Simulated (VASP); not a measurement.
HgTe:

```
Hg Te
1.0
    -0.02566    3.28916    3.28916
     3.28916   -0.02566    3.28916
     3.26350    3.26350    0.00000
Hg Te
1 1
Direct
  0.99836 0.99836 0.00164
  0.25164 0.25164 0.24836
```

This cell differs from its parent crystal: shear xy strain -1.6%.

Base run:

| Item | Value |
| --- | --- |
| Program | VASP 6.6.1 |
| Functional | PBE |
| Potentials or basis | VASP PAW PBE potentials, release 64 (Hg, Te) |
| Cutoff | 520 eV |
| k mesh | 6 × 6 × 6 |
| Occupations | fermi-dirac, width 0.02 eV |
| Spin | no spin polarisation |

Its results: band gap on the k mesh 0.03 eV, direct; pressure 1.3 GPa.

Problem. The run is repeated on the same cell with these changes: functional from PBE to r2SCAN. What comes out?

Solution. Band gap on the k mesh 0.03 eV, direct; pressure 0.0 GPa.

Caveats: spin-orbit coupling is left out, which moves the levels of the heavy elements; the PAW data sets were made with another functional, which shifts forces and pressure a little (some runs).

